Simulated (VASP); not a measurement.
# CaNdAu3 (P4/mmm) in VASP: further runs, part 2 of 2

VASP 6.6.1.

**4. Single point, PBE**

This run uses another cell than the first one, of 26.36 Å³/atom.

Contents of INCAR:

```
ALGO = Normal ; EDIFF = 1E-6
ENCUT = 500 ; GGA = PE
GGA_COMPAT = F ; ISIF = 2
ISMEAR = 0 ; LASPH = T
LCHARG = F ; LMAXMIX = 6
LREAL = F ; LWAVE = F
NBANDS = 35 ; NELM = 200
PREC = Accurate ; SIGMA = 0.1
```

Contents of KPOINTS:

```
k-points
0
Gamma
  4 4 2
```

Contents of POSCAR:

```
CaNdAu3
1.0
    4.0146852726      0.0000000000      0.0000000000
    0.0000000000      4.0146852726      0.0000000000
    0.0000000000      0.0000000000      8.1774765253
Ca Nd Au
1 1 3
Direct
    0.5000000000      0.5000000000      0.0000000000
    0.5000000000      0.5000000000      0.5000000000
    0.0000000000      0.0000000000      0.0000000000
    0.0000000000      0.0000000000      0.6728335906
    0.0000000000      0.0000000000      0.3271664094
```

Potentials or basis: VASP PAW PBE potentials, release 64 (Ca_sv, Nd_3, Au), 4f in core.

Command:

```console
cat potpaw_PBE.64/Ca_sv/POTCAR potpaw_PBE.64/Nd_3/POTCAR potpaw_PBE.64/Au/POTCAR > POTCAR
mpirun -np 1 vasp_std > vasp.out
```

OUTCAR:

```text
EDIFF = 1E-6
   ENCUT = 500
   GGA = PE
   ISIF = 2
   ISMEAR = 0
   LASPH = T
   LREAL = F
   NELM = 200
   PREC = Accurate

 ion  position               nearest neighbor table
   1  0.500  0.500  0.000-   3 2.84   3 2.84   3 2.84   3 2.84
   2  0.500  0.500  0.500-   4 3.17   5 3.17   4 3.17   5 3.17   4 3.17   5 3.17   4 3.17   5 3.17

   3  0.000  0.000  0.000-   4 2.68   5 2.68   1 2.84   1 2.84   1 2.84   1 2.84
   4  0.000  0.000  0.673-   3 2.68   5 2.83   2 3.17   2 3.17   2 3.17   2 3.17
   5  0.000  0.000  0.327-   3 2.68   4 2.83   2 3.17   2 3.17   2 3.17   2 3.17

  LATTYP: Found a simple tetragonal cell.
 ALAT       =     4.0146852726
 C/A-ratio  =     2.0368910562

  Lattice vectors:

 A1 = (   4.0146852726,   0.0000000000,   0.0000000000)
 A2 = (   0.0000000000,   4.0146852726,   0.0000000000)
 A3 = (   0.0000000000,   0.0000000000,   8.1774765253)

Analysis of symmetry for initial positions (statically):
=====================================================================
[... 165 lines left out ...]

 E-fermi :   5.3400     XC(G=0): -10.1067

 val. band max:        5.3194414870   @ k =   0.5000   0.2500   0.0000
 cond. band min:       5.4903663118   @ k =   0.5000   0.2500   0.5000
 fundamental gap:      0.1709248249
 Fermi energy:         5.3399777039

 k-point     1 :       0.0000    0.0000    0.0000
  band No.  band energies     occupation
      1     -36.3373      2.00000
      2     -33.4342      2.00000
      3     -17.3650      2.00000
      4     -17.3451      2.00000
      5     -17.3451      2.00000
      6     -14.6088      2.00000
[... 445 lines left out ...]
     34       7.6526      0.00000
     35       7.7791      0.00000

------------------------ aborting loop because EDIFF is reached ----------------------------------------

  FORCE on cell =-STRESS in cart. coord.  units (eV):
  Direction    XX          YY          ZZ          XY          YZ          ZX
  --------------------------------------------------------------------------------------
  -------------------------------------------------------------------------------------
  Total        0.9415359      0.9415359     -3.7454579      0.0000000      0.0000000      0.0000000
  in kB       11.4452460     11.4452460    -45.5295321      0.0000000      0.0000000      0.0000000
  external PRESSURE =      -7.5463467 kB  Pullay stress =       0.0000000 kB

 VOLUME and BASIS-vectors are now :
 -----------------------------------------------------------------------------
  energy-cutoff  :      500.00
  volume of cell :      131.80
      direct lattice vectors                 reciprocal lattice vectors
     4.014685273  0.000000000  0.000000000     0.249085528  0.000000000  0.000000000
     0.000000000  4.014685273  0.000000000     0.000000000  0.249085528  0.000000000
     0.000000000  0.000000000  8.177476525     0.000000000  0.000000000  0.122287114

 POSITION                                       TOTAL-FORCE (eV/Angst)
 -----------------------------------------------------------------------------------
      2.00734      2.00734      0.00000        -0.000000     -0.000000      0.000000
      2.00734      2.00734      4.08874        -0.000000     -0.000000      0.000000
      0.00000      0.00000      0.00000        -0.000000     -0.000000      0.000000
      0.00000      0.00000      5.50208        -0.000000      0.000000     -0.178595
      0.00000      0.00000      2.67540         0.000000     -0.000000      0.178595
 -----------------------------------------------------------------------------------
    total drift:                                0.000000      0.000000     -0.000000

  FREE ENERGIE OF THE ION-ELECTRON SYSTEM (eV)
  ---------------------------------------------------
  free  energy   TOTEN  =       -19.2543365420 eV

  energy  without entropy=      -19.2375697518  energy(sigma->0) =      -19.24595315
```

OSZICAR:

```text
N       E                     dE             d eps       ncg     rms          rms(c)
DAV:   1     0.415025491139E+03    0.41503E+03   -0.25893E+04   840   0.141E+03
DAV:   2     0.355319117787E+01   -0.41147E+03   -0.39736E+03   916   0.359E+02
DAV:   3    -0.202077142398E+02   -0.23761E+02   -0.23344E+02  1390   0.700E+01
DAV:   4    -0.213047433635E+02   -0.10970E+01   -0.10892E+01  1184   0.126E+01
DAV:   5    -0.213520513828E+02   -0.47308E-01   -0.47290E-01  1191   0.199E+00    0.109E+01
DAV:   6    -0.193991942493E+02    0.19529E+01   -0.11228E+01   988   0.178E+01    0.595E+00
DAV:   7    -0.192988688009E+02    0.10033E+00   -0.72858E-01  1028   0.413E+00    0.329E+00
DAV:   8    -0.192575407010E+02    0.41328E-01   -0.13654E-01  1046   0.181E+00    0.502E-01
DAV:   9    -0.192541891136E+02    0.33516E-02   -0.23920E-02  1170   0.724E-01    0.265E-01
DAV:  10    -0.192542802889E+02   -0.91175E-04   -0.14821E-03  1010   0.180E-01    0.977E-02
DAV:  11    -0.192543277894E+02   -0.47500E-04   -0.30760E-04  1130   0.967E-02    0.215E-02
DAV:  12    -0.192543365310E+02   -0.87416E-05   -0.22656E-05  1186   0.248E-02    0.638E-03
DAV:  13    -0.192543365420E+02   -0.10989E-07   -0.16679E-06   722   0.647E-03
   1 F= -.19254337E+02 E0= -.19245953E+02  d E =-.167668E-01
```

stdout:

```text
POSCAR found type information on POSCAR CaNdAu
 POSCAR found :  3 types and       5 ions
 scaLAPACK will be used
 LDA part: xc-table for (Slater+PW92), standard interpolation
 POSCAR, INCAR and KPOINTS ok, starting setup
 FFT: planning ... GRIDC
 FFT: planning ... GRID_SOFT
 FFT: planning ... GRID
 WAVECAR not read
 entering main loop
```

Wall time 29 s (1 thread of Intel Xeon 6975P-C (Granite Rapids), shared host); peak memory 0.24 GiB.

Results:

* Free energy: -19.2543 eV
* Pressure: -0.8 GPa
* Largest force: 0.179 eV/Å
* Band gap on the k mesh: zero (bands 27 and 28 overlap by 1.40 eV)

Forces on the atoms (eV/Å):
```
Ca   0.000  0.000  0.000
Nd   0.000  0.000  0.000
Au   0.000  0.000  0.000
Au   0.000  0.000 -0.179
Au   0.000  0.000  0.179
```

Caveat: the k points lie up to 0.39 Å⁻¹ apart, too coarse for converged energies and pressures of a metal; spin-orbit coupling is left out, which moves the levels of the heavy elements; the 4f electrons are frozen in the core, so they carry no moment and show no levels. Spin polarisation is off, so any magnetic state and its effect on volume and gap are missing.

**5. Summary**

```tsv
cell	k mesh	smearing	gap on the mesh (eV)	pressure (GPa)	largest force (eV/Å)
a = 5.520, b = 5.520, c = 5.442 Å, 5 atoms, atomic positions A	3 × 3 × 3	gaussian 0.2 eV	none	-0.1	-
a = 4.015, b = 4.015, c = 8.177 Å, 5 atoms, atomic positions B	4 × 4 × 3	gaussian 0.2 eV	none	-0.1	0.03
a = 4.015, b = 4.015, c = 8.177 Å, 5 atoms, atomic positions B	4 × 4 × 2	gaussian 0.1 eV	none	-0.8	0.18
```

Alike in all rows: task single point; level PBE; potentials or basis VASP PAW PBE potentials, release 64 (Ca_sv, Nd_3, Au), 4f in core; no spin polarisation; cutoff (eV) 500.

Caveats: all runs use coarse meshes; spin-orbit coupling is left out, which moves the levels of the heavy elements; the 4f electrons are frozen in the core, so they carry no moment and show no levels.

Absolute energies hang on the potentials; compare differences alone.

The gap in the log of VASP goes by the Fermi energy; the results here count the filled bands.